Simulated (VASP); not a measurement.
# Se (P3_121) in VASP: a series of runs

The runs below take Se through single point, with PBE+D3(BJ).

All numbers are computed with VASP 6.6.1; they aren't measurements. Logs are shortened: lines on timing, memory, paths and dates and some standing lists are left out, and cuts for length are marked.

## Step 1: The cell of the first run

Symmetry: P3_121, No. 152, trigonal system. Conventional cell: a = 4.272 Å, b = 4.272 Å, c = 4.773 Å, α = 90.00°, β = 90.00°, γ = 120.00°. Se (site symmetry 2) has 2 Se at 2.43 Å within 3.2 Å.

## Step 2: Single point, PBE+D3(BJ) (volume 25.151 Å^3 an atom, c/a of the conventional cell 1.1173)

The input, INCAR:

```
PREC = Accurate
ENCUT = 520
EDIFF = 1E-7
ISMEAR = 0
SIGMA = 0.05
LREAL = False
LASPH = True
NELM = 60
ALGO = Normal
ISIF = 2
LWAVE = False
LCHARG = False
GGA = PE
IVDW = 12
NBANDS = 16
```

The input, KPOINTS:

```
regular mesh
0
Gamma
  12 12 8
```

The input, POSCAR:

```
Se
1.0
    4.2722700225      0.0000000000      0.0000000000
   -2.1361350112      3.6998943713      0.0000000000
    0.0000000000      0.0000000000      4.7734072961
Se
3
Direct
    0.2473450684      0.0000000000      0.3333333333
    0.0000000000      0.2473450684      0.6666666667
    0.7526549316      0.7526549316      0.0000000000
```

Potentials or basis: VASP PAW PBE potentials, release 64 (Se).

Launch:

```sh
$ cat potpaw_PBE.64/Se/POTCAR > POTCAR
$ mpirun -np 1 vasp_std > vasp.out
```

OUTCAR:

```text
PREC = Accurate
   ENCUT = 520
   EDIFF = 1E-7
   ISMEAR = 0
   LREAL = False
   LASPH = True
   NELM = 60
   ISIF = 2
   GGA = PE
   IVDW = 12
 IVDW          = 12

 ion  position               nearest neighbor table
   1  0.247  0.000  0.333-   3 2.43   2 2.43
   2  0.000  0.247  0.667-   3 2.43   1 2.43
   3  0.753  0.753  0.000-   2 2.43   1 2.43

  LATTYP: Found a hexagonal cell.
 ALAT       =     4.2722700225
 C/A-ratio  =     1.1173000000

  Lattice vectors:

 A1 = (   4.2722700225,   0.0000000000,   0.0000000000)
 A2 = (  -2.1361350112,   3.6998943713,   0.0000000000)
 A3 = (   0.0000000000,   0.0000000000,   4.7734072961)

Analysis of symmetry for initial positions (statically):
=====================================================================
 Subroutine PRICEL returns:
 Original cell was already a primitive cell.

 Routine SETGRP: Setting up the symmetry group for a
 hexagonal supercell.

 Subroutine GETGRP returns: Found  6 space group operations
 (whereof  2 operations were pure point group operations)
 out of a pool of 24 trial point group operations.

The static configuration has the point symmetry C_2 .
 The point group associated with its full space group is D_3 .

Analysis of symmetry for dynamics (positions and initial velocities):
=====================================================================
 Subroutine PRICEL returns:
 Original cell was already a primitive cell.

 Routine SETGRP: Setting up the symmetry group for a
 hexagonal supercell.

 Subroutine GETGRP returns: Found  6 space group operations
 (whereof  2 operations were pure point group operations)
 out of a pool of 24 trial point group operations.

The dynamic configuration has the point symmetry C_2 .
 The point group associated with its full space group is D_3 .

 Subroutine INISYM returns: Found  6 space group operations
 (whereof  2 operations are pure point group operations),
 and found     1 'primitive' translations

----------------------------------------------------------------------------------------

                                     Primitive cell

  volume of cell :      75.4530

  direct lattice vectors                    reciprocal lattice vectors
     4.272270022  0.000000000  0.000000000     0.234067602  0.135138993  0.000000000
    -2.136135011  3.699894371  0.000000000     0.000000000  0.270277986  0.000000000
     0.000000000  0.000000000  4.773407296     0.000000000  0.000000000  0.209493961

  length of vectors
     4.272270022  4.272270022  4.773407296     0.270277986  0.270277986  0.209493961

  position of ions in fractional coordinates (direct lattice)
     0.247345068  0.000000000  0.333333333
     0.000000000  0.247345068  0.666666667
     0.752654932  0.752654932  0.000000000

  ion indices of the primitive-cell ions
   primitive index   ion index
                 1           1
                 2           2
                 3           3

----------------------------------------------------------------------------------------

 KPOINTS: regular mesh

Automatic generation of k-mesh.
 Grid dimensions read from file:
 generate k-points for:   12   12    8

 Generating k-lattice:

  Cartesian coordinates                     Fractional coordinates (reciprocal lattice)
     0.019505634  0.011261583  0.000000000     0.083333333 -0.000000000  0.000000000
     0.000000000  0.022523166  0.000000000     0.000000000  0.083333333  0.000000000
     0.000000000  0.000000000  0.026186745     0.000000000  0.000000000  0.125000000

  Length of vectors
     0.022523166  0.022523166  0.026186745

  Shift w.r.t. Gamma in fractional coordinates (k-lattice)
     0.000000000  0.000000000  0.000000000

 Subroutine IBZKPT returns following result:
 ===========================================

 Found    131 irreducible k-points:

 Following reciprocal coordinates:
            Coordinates               Weight
  0.000000  0.000000  0.000000      1.000000
  0.083333  0.000000  0.000000      6.000000
  0.166667  0.000000  0.000000      6.000000
  0.250000  0.000000  0.000000      6.000000
  0.333333  0.000000  0.000000      6.000000
  0.416667  0.000000  0.000000      6.000000
[... 16 lines left out ...]
  0.166667  0.000000  0.125000      6.000000
  0.000000  0.166667  0.125000      6.000000
 [... further k-points ...]
   k-points           NKPTS =    131   k-points in BZ     NKDIM =    131   number of bands    NBANDS=     16
   number of dos      NEDOS =    301   number of ions     NIONS =      3
   total plane-waves  NPLWV =  36864
   dimension x,y,z NGX =    32 NGY =   32 NGZ =   36
   dimension x,y,z NGXF=    64 NGYF=   64 NGZF=   72
   ions per type =               3
   NGX,Y,Z   is equivalent  to a cutoff of  12.45, 12.45, 12.54 a.u.
   NGXF,Y,Z  is equivalent  to a cutoff of  24.90, 24.90, 25.08 a.u.
 SYSTEM =  unknown system
   PREC   = accura    normal or accurate (medium, high low for compatibility)
   ISTART =      0    job   : 0-new  1-cont  2-samecut
   ICHARG =      2    charge: 1-file 2-atom 10-const
   ISPIN  =      1    spin polarized calculation?
   LNONCOLLINEAR =      F non collinear calculations
   LSORBIT =      F    spin-orbit coupling
   LASPH  =      T    aspherical Exc in radial PAW
   ENCUT  =  520.0 eV  38.22 Ry    6.18 a.u.   7.94  7.94  8.88*2*pi/ulx,y,z
   NELM   =     60;   NELMIN=  2; NELMDL= -5     # of ELM steps
   EDIFF  = 0.1E-06   stopping-criterion for ELM
   LREAL  =      F    real-space projection
   EDIFFG = 0.1E-05   stopping-criterion for IOM
   NSW    =      0    number of steps for IOM
   IBRION =     -1    ionic relax: 0-MD 1-quasi-New 2-CG
   NFREE  =      0    steps in history (QN), initial steepest desc. (CG)
   ISIF   =      2    stress and relaxation
   ISYM   =      2    0-nonsym 1-usesym 2-fastsym
   POTIM  = 0.5000    time-step for ionic-motion
   TEBEG  =    0.0;   TEEND  =   0.0 temperature during run
   PSTRESS=    0.0 pullay stress
   NELECT =      18.0000    total number of electrons
   NUPDOWN=      -1.0000    fix difference up-down
   EMIN   =  10.00;   EMAX   =-10.00  energy-range for DOS
   EFERMI =   0.00;   METHOD = LEGACY
   ISMEAR =     0;   SIGMA  =   0.05  broadening in eV -4-tet -1-fermi 0-gaus
   EFERMI_NEDOS =   21; number of points for ismear=-14 and -15
   IALGO  =     38    algorithm
   IMIX   =      4    mixing-type and parameters
     AMIX     =   0.40;   BMIX     =  1.00
     AMIX_MAG =   1.60;   BMIX_MAG =  1.00
  volume/ion in A,a.u.               =      25.15       169.73
  Fermi-wavevector in a.u.,A,eV,Ry     =   1.015329  1.918694 14.026153  1.030893
  Thomas-Fermi vector in A             =   2.148609
   LORBIT       =      0    0 simple, 1 ext, 2 COOP (PROOUT), +10 PAW based schemes
   GGA     = PE    functional components
   LHFCALC =     F    Hartree Fock is set to
   AEXX    =    0.0000 exact exchange contribution
   IVDW    =    12    specifies the selected vdW correction
   LEPSILON=     F    determine dielectric tensor
   LRPA    =     F    only Hartree local field effects (RPA)
 non-spin polarized calculation
 Gauss-broadening in eV      SIGMA  =   0.05
  energy-cutoff  :      520.00
  volume of cell :       75.45
 maximum number of plane-waves:      2061
   NGX = 15   NGY = 15   NGZ = 17

 number of electron      18.0000001 magnetization

 Free energy of the ion-electron system (eV)
  ---------------------------------------------------
  ext. energy  EPLUGINS =         0.00000000
  ---------------------------------------------------
  free energy    TOTEN  =       -10.38276014 eV

  energy without entropy =      -10.38276014  energy(sigma->0) =      -10.38276014

 E-fermi :   3.8804     XC(G=0):  -9.2780

 val. band max:        3.6838658499   @ k =   0.5000   0.0000   0.5000
 cond. band min:       4.0695830936   @ k =   0.0000   0.0000   0.5000
 fundamental gap:      0.3857172437
 Fermi energy:         3.8804433587

 k-point     1 :       0.0000    0.0000    0.0000
  band No.  band energies     occupation
      1     -12.4953      2.00000
      2      -8.2394      2.00000
      3      -8.2394      2.00000
      4      -0.6542      2.00000
      5      -0.2550      2.00000
      6      -0.2550      2.00000
[... 8 lines left out ...]
     15      10.2540      0.00000
     16      11.8743      0.00000

 k-point     2 :       0.0833    0.0000    0.0000
  band No.  band energies     occupation
      1     -12.4570      2.00000
      2      -8.2768      2.00000
      3      -8.2395      2.00000
      4      -0.8580      2.00000
      5      -0.4201      2.00000
      6      -0.2789      2.00000
[... 8 lines left out ...]
     15      10.5808      0.00000
     16      11.6962      0.00000

 k-point     3 :       0.1667    0.0000    0.0000
  band No.  band energies     occupation
      1     -12.3466      2.00000
      2      -8.3906      2.00000
      3      -8.2393      2.00000
      4      -1.2389      2.00000
      5      -0.7001      2.00000
      6      -0.3884      2.00000
[... 8 lines left out ...]
     15      11.1052      0.00000
     16      11.9421      0.00000

 k-point     4 :       0.2500    0.0000    0.0000
  band No.  band energies     occupation
      1     -12.1799      2.00000
      2      -8.5757      2.00000
      3      -8.2382      2.00000
      4      -1.5361      2.00000
      5      -0.9641      2.00000
      6      -0.5200      2.00000
[... 8 lines left out ...]
     15      11.4793      0.00000
     16      12.4936      0.00000
[... 324 lines left out ...]
 k-point    22 :       0.0000    0.0833    0.1250
  band No.  band energies     occupation
      1     -12.3789      2.00000
      2      -9.0758      2.00000
      3      -7.4810      2.00000
      4      -0.8076      2.00000
      5      -0.5872      2.00000
      6      -0.1445      2.00000
[... 8 lines left out ...]
     15      10.7521      0.00000
     16      11.3511      0.00000

 k-point    23 :       0.1667    0.0000    0.1250
  band No.  band energies     occupation
      1     -12.2705      2.00000
      2      -9.0673      2.00000
      3      -7.6267      2.00000
      4      -1.1417      2.00000
      5      -0.7047      2.00000
      6      -0.2835      2.00000
[... 8 lines left out ...]
     15      10.9948      0.00000
     16      11.2431      0.00000

 k-point    24 :       0.0000    0.1667    0.1250
  band No.  band energies     occupation
      1     -12.2694      2.00000
      2      -9.0903      2.00000
      3      -7.5854      2.00000
      4      -1.2731      2.00000
      5      -0.8182      2.00000
      6      -0.2861      2.00000
[... 8 lines left out ...]
     15      11.1286      0.00000
     16      11.9562      0.00000

 [... further k-points ...]

------------------------ aborting loop because EDIFF is reached ----------------------------------------

 Edisp (eV)   -1.03636

 E8    (eV) :    -0.4275

  FORCE on cell =-STRESS in cart. coord.  units (eV):
  Direction    XX          YY          ZZ          XY          YZ          ZX
  --------------------------------------------------------------------------------------
  -------------------------------------------------------------------------------------
  Total      -0.31929    -0.31929     1.47080    -0.00000    -0.00000     0.00000
  in kB      -6.77992    -6.77992    31.23104    -0.00000    -0.00000     0.00000
  external pressure =        5.89 kB  Pullay stress =        0.00 kB

 VOLUME and BASIS-vectors are now :
 -----------------------------------------------------------------------------
  energy-cutoff  :      520.00
  volume of cell :       75.45
      direct lattice vectors                 reciprocal lattice vectors
     4.272270022  0.000000000  0.000000000     0.234067602  0.135138993  0.000000000
    -2.136135011  3.699894371  0.000000000     0.000000000  0.270277986  0.000000000
     0.000000000  0.000000000  4.773407296     0.000000000  0.000000000  0.209493961

 POSITION                                       TOTAL-FORCE (eV/Angst)
 -----------------------------------------------------------------------------------
      1.05672      0.00000      1.59114        -0.094690     -0.000000      0.000000
     -0.52836      0.91515      3.18227         0.047345     -0.082004      0.000000
      1.60777      2.78474      0.00000         0.047345      0.082004      0.000000
 -----------------------------------------------------------------------------------
    total drift:                                0.000000     -0.000000      0.000000

  FREE ENERGIE OF THE ION-ELECTRON SYSTEM (eV)
  ---------------------------------------------------
  free  energy   TOTEN  =       -11.4191174956 eV

  energy  without entropy=      -11.4191174955  energy(sigma->0) =      -11.41911750
```

It took 46 s on 1 thread of Intel Xeon 6975P-C (Granite Rapids), shared host; peak memory 0.27 GiB.

Results:

* Free energy: -11.4191 eV
* Pressure: 0.6 GPa
* Largest force: 0.095 eV/Å
* Band gap on the k mesh: 0.39 eV, indirect (least direct gap 1.41 eV)
* Dispersion energy per atom: -0.345 eV

Forces on the atoms (eV/Å):
```
Se  -0.095  0.000  0.000
Se   0.047 -0.082  0.000
Se   0.047  0.082  0.000
```

Stress tensor (GPa, compression positive):
```
-0.68  0.00  0.00
 0.00 -0.68  0.00
 0.00  0.00  3.12
```

 A k mesh can miss the band edges.

(Part 1 of 2 ends here.)
